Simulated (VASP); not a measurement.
Wanted: the native input for a VASP 6.6.1 run.

```yaml
Task: single point
Functional: PBE
Potentials_or_basis: VASP PAW PBE potentials, release 64 (Hf_pv, O)
Cutoff: 520 eV
k_mesh: 6 × 6 × 8
Occupations: gaussian, width 0.012 eV
Spin: no spin polarisation
Dipole_correction: no
Further_INCAR_settings: ALGO = Normal; EDIFF = 1e-07; NBANDS = 31
```

The structure of HfO2 lies in POSCAR:

```
HfO2
1.0
    4.8135329900      0.0000000000      0.0000000000
    0.0000000000      4.8135329900      0.0000000000
    0.0000000000      0.0000000000      3.2054154100
Hf O
2 4
Direct
    0.5000000000      0.5000000000      0.5000000000
    0.0000000000      0.0000000000      0.0000000000
    0.8050448800      0.1949551200      0.5000000000
    0.6949551200      0.6949551200      0.0000000000
    0.3050448800      0.3050448800      0.0000000000
    0.1949551200      0.8050448800      0.5000000000
```

These files were run (other wordings do the same):

INCAR

```
SYSTEM = HfO2
PREC     = Accurate       ! precision mode
ENCUT    = 520            ! plane-wave cutoff, eV
EDIFF    = 1E-7           ! SCF threshold, eV
ISMEAR   = 0              ! smearing method
SIGMA    = 0.012          ! smearing width, eV
LREAL    = .FALSE.        ! projectors in reciprocal space
LASPH    = .TRUE.         ! aspherical terms in the spheres
NELM     = 60             ! most SCF steps
ALGO     = Normal         ! electronic algorithm
ISIF     = 2              ! what is computed and relaxed
LWAVE    = .FALSE.        ! write WAVECAR
LCHARG   = .FALSE.        ! write CHGCAR
GGA      = PE             ! functional
NBANDS   = 31             ! bands
```

KPOINTS

```
Automatic mesh
0
G
  6 6 8
  0 0 0
```

Potentials or basis: VASP PAW PBE potentials, release 64 (Hf_pv, O).

The run is started by

```console
$ cat potpaw_PBE.64/Hf_pv/POTCAR potpaw_PBE.64/O/POTCAR > POTCAR
$ mpirun -np 1 vasp_std > vasp.out
```

Results of the run:

The pressure is 5.6 GPa and the largest force is 0.029 eV/Å. The band gap on the k mesh is 3.98 eV.

Caveat: the cell stands under pressure; spin-orbit coupling is left out, which moves the levels of the heavy elements.

Run time: 35 s on 1 thread of Intel(R) Xeon(R) 6975P-C (Granite Rapids) (shared host), peak memory 0.23 GiB.
